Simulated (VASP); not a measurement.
**Pt: single point with PBE**

Pt:

```
Pt
1.0
    -1.66224    1.66224    1.66224
     1.66224   -1.66224    1.66224
     1.66224    1.66224   -1.66224
Pt
1
Direct
  0.00000 0.00000 0.00000
```

This isn't the form of Pt at room conditions, which is fcc.

- Program: VASP 6.6.1
- Task: single point
- Functional: PBE
- Potentials or basis: VASP PAW PBE potentials, release 64 (Pt)
- Cutoff: 520 eV
- k mesh: 18 × 18 × 18
- Occupations: fermi-dirac, width 0.05 eV
- Spin: no spin polarisation

| Quantity | Value |
| --- | --- |
| Pressure | -23.8 GPa |
| Band gap on the k mesh | zero (bands 5 and 6 overlap by 1.62 eV) |

Levels at points of the mesh, in eV from the Fermi level:
| k point | band 2 | band 3 | band 4 | band 5 | band 6 | band 7 | band 8 | band 9 |
| --- | --- | --- | --- | --- | --- | --- | --- | --- |
| (0.00, 0.00, 0.00) | -2.79 | -2.79 | -2.79 | -0.81 | -0.81 | 16.99 | 16.99 | 16.99 |
| (0.50, 0.00, 0.00) | -3.89 | -0.97 | -0.59 | 0.71 | 0.73 | 5.09 | 13.10 | 14.58 |
| (0.50, 0.50, 0.50) | -4.77 | 0.34 | 0.34 | 0.34 | 7.31 | 7.31 | 7.31 | 10.68 |

Run time: 38 s on 1 thread of Intel Xeon 8259CL (shared host), peak memory 0.17 GiB.

Caveat: the cell stands under tension; spin-orbit coupling is left out, which moves the levels of the heavy elements.
